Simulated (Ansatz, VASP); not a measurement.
**Two plane-wave programs on Be**

```
CELL_PARAMETERS angstrom
2.57941 1.48923 4.39894
-2.57941 1.48923 4.39894
0.00000 -2.97845 4.39894
ATOMIC_POSITIONS crystal
Be 0.01019 0.65361 0.01019
Be 0.01019 0.01019 0.65361
Be 0.65361 0.01019 0.01019
Be 0.98981 0.34639 0.98981
Be 0.34639 0.98981 0.98981
Be 0.98981 0.98981 0.34639
Be 0.22118 0.63060 0.22118
Be 0.22118 0.22118 0.63060
Be 0.63060 0.22118 0.22118
Be 0.77882 0.36940 0.77882
Be 0.36940 0.77882 0.77882
Be 0.77882 0.77882 0.36940
```

Alike in both runs: task relaxation of cell and atoms; functional PBE; k mesh 6 × 6 × 6; occupations gaussian, width 0.1 eV; no spin polarisation.

|  | VASP | Ansatz |
| --- | --- | --- |
| version | VASP 6.6.1 | Ansatz 0.2.0 |
| potentials or method | VASP PAW PBE potentials, release 64 (Be), cutoff 600 eV | scalar-relativistic, plane waves, PAW |
| valence electrons in the cell | 24 | 24 |

VASP gave:

| Item | Value |
| --- | --- |
| gap on the k mesh at the Fermi level, each at its own relaxed structure (eV) | none |
| relaxed volume (Å³/atom) | 11.16 |
| relaxed length of the cell vector where the two differ most in proportion (Å) | 6.410 |

Task: Which values does Ansatz return?

Result: gap on the k mesh at the Fermi level, each at its own relaxed structure (eV): none; relaxed volume (Å³/atom): 11.11; relaxed length of the cell vector where the two differ most in proportion (Å): 6.386.

A gap of «none» marks a metal or a gap that the smearing closes.

Noted on VASP's run: the volume moved by over 15 % at a fixed basis, so the end points are rough.
